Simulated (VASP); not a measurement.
Crystal: TiAl3.

```
Ti Al
1.0
     2.83968    0.00000    0.00000
     0.00000    4.68126    0.00000
     0.00000    0.00000    4.90074
Ti Al
1 3
Direct
  0.00000 0.50000 0.16592
  0.50000 0.50000 0.66727
  0.50000 0.00000 0.33091
  0.00000 0.00000 0.83590
```

Base run:

| Property | Result |
| --- | --- |
| Program | VASP 6.6.1 |
| Functional | PBE |
| Potentials or basis | VASP PAW PBE potentials, release 64 (Ti_sv, Al) |
| Cutoff | 520 eV |
| k mesh | 22 × 14 × 12 |
| Occupations | gaussian, width 0.1 eV |
| Spin | no spin polarisation |

Its results: pressure -0.1 GPa; largest force 0.045 eV/Å.

Q: The run is repeated on the same cell with these changes: k mesh from 22 × 14 × 12 to 1 × 1 × 1. What comes out?

A: Pressure -8.9 GPa; largest force 2.951 eV/Å.

Caveats: some runs use coarse meshes; forces of over 1 eV/Å act on the atoms, so gaps and moduli don't describe the material at rest (some runs).
